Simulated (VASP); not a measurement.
The system is BeSe3.

```
Be Se
1.0
     6.76241    0.00000    0.00000
    -3.38120    5.85642    0.00000
     0.00000    0.00000    5.30368
Be Se
2 6
Direct
  0.66667 0.33333 0.25000
  0.33333 0.66667 0.75000
  0.34817 0.17409 0.75000
  0.82591 0.17409 0.75000
  0.82591 0.65183 0.75000
  0.65183 0.82591 0.25000
  0.17409 0.82591 0.25000
  0.17409 0.34817 0.25000
```

The cell was generated, and may not be a known phase.

| Quantity | Value |
| --- | --- |
| Program | VASP 6.6.1 |
| Task | relaxation of cell and atoms |
| Functional | PBE |
| Potentials or basis | VASP PAW PBE potentials, release 64 (Be, Se) |
| Cutoff | 600 eV |
| k mesh | 3 × 3 × 3 |
| Occupations | gaussian, width 0.2 eV |
| Spin | no spin polarisation |

At the start: pressure -11.2 GPa; volume 26.26 Å³/atom.

**Question.** How do energy, volume and symmetry change on relaxing?

**Answer.** Over 32 steps the energy falls by 1414.7 meV/atom and the volume is 23.26 Å³/atom (-11.4 %); space group P6_3/mmc (No. 194, to 0.1 Å) before and after.

Step by step:
```
step  energy change (eV)  largest force (eV/Å)  pressure (GPa)  volume (Å³)
   1              0.0000                0.6116          -11.24       210.04
   2             -3.0161                0.4194           -4.60       158.87
   3             -3.2206                0.2736           -0.27       147.55
   4             -3.2227                0.2524            0.35       146.25
   5             -3.3071                0.2733            0.53       146.25
   6             -3.7570                0.3207            1.29       145.94
   7             -5.2701                0.0087            3.63       143.88
   8             -5.7479                1.8530           21.36       133.41
   9             -6.2484                1.0766           12.16       138.56
  10             -6.2353                1.3509           15.17       136.73
  11             -6.2424                1.3561           15.18       136.78
  12             -6.2622                1.3717           15.23       136.95
  13             -6.2951                1.4079           15.35       137.27
  14             -6.3370                1.4902           15.66       137.87
  15             -6.3029                1.6062           16.73       138.91
  16             -6.3323                1.5634           16.28       138.56
  17             -6.3901                1.5134           15.81       139.09
  18             -6.5540                1.3680           14.45       140.68
  19             -6.8420                1.0977           11.89       143.91
  20             -7.2815                0.6298            7.41       150.49
  21             -7.7324                0.0794            0.63       164.12
  22             -7.7846                0.3155           -1.60       170.34
  23             -7.7862                0.3666           -2.08       171.84
  24             -7.8641                0.4031           -2.23       172.71
  25             -8.0899                0.4192           -2.50       175.18
  26             -8.9826                0.5025           -2.81       179.54
  27            -11.2487                0.0674           -1.42       185.71
  28            -11.2740                0.0161            0.68       186.80
  29            -11.3165                0.0262           -0.43       186.34
  30            -11.3145                0.0142           -0.12       186.48
  31            -11.3171                0.0388           -0.32       185.99
  32            -11.3172                0.0343           -0.29       186.08
```

Final structure:
```cif
data_structure
_symmetry_space_group_name_H-M 'P 1'
_symmetry_Int_Tables_number 1
_cell_length_a 9.0663
_cell_length_b 9.0663
_cell_length_c 2.6140
_cell_angle_alpha 90.000
_cell_angle_beta 90.000
_cell_angle_gamma 120.000
_cell_volume 186.08
loop_
_atom_site_label
_atom_site_type_symbol
_atom_site_fract_x
_atom_site_fract_y
_atom_site_fract_z
_atom_site_occupancy
Be1 Be 0.66667 0.33333 0.25000 1
Be2 Be 0.33333 0.66667 0.75000 1
Se1 Se 0.41400 0.20700 0.75000 1
Se2 Se 0.79300 0.20700 0.75000 1
Se3 Se 0.79300 0.58600 0.75000 1
Se4 Se 0.58600 0.79300 0.25000 1
Se5 Se 0.20700 0.79300 0.25000 1
Se6 Se 0.20700 0.41400 0.25000 1
```

Caveat: the k points lie up to 0.80 Å⁻¹ apart in the final cell, too coarse for converged energies and pressures of a metal; a cell axis changed by over 15 % at a fixed basis, so the end point is rough; this functional lacks dispersion, which binds layers or chains, so the pressure and a relaxed spacing across them are unreliable; the relaxation stopped at a loose force limit of 0.08 eV/Å, so its end isn't a converged minimum.
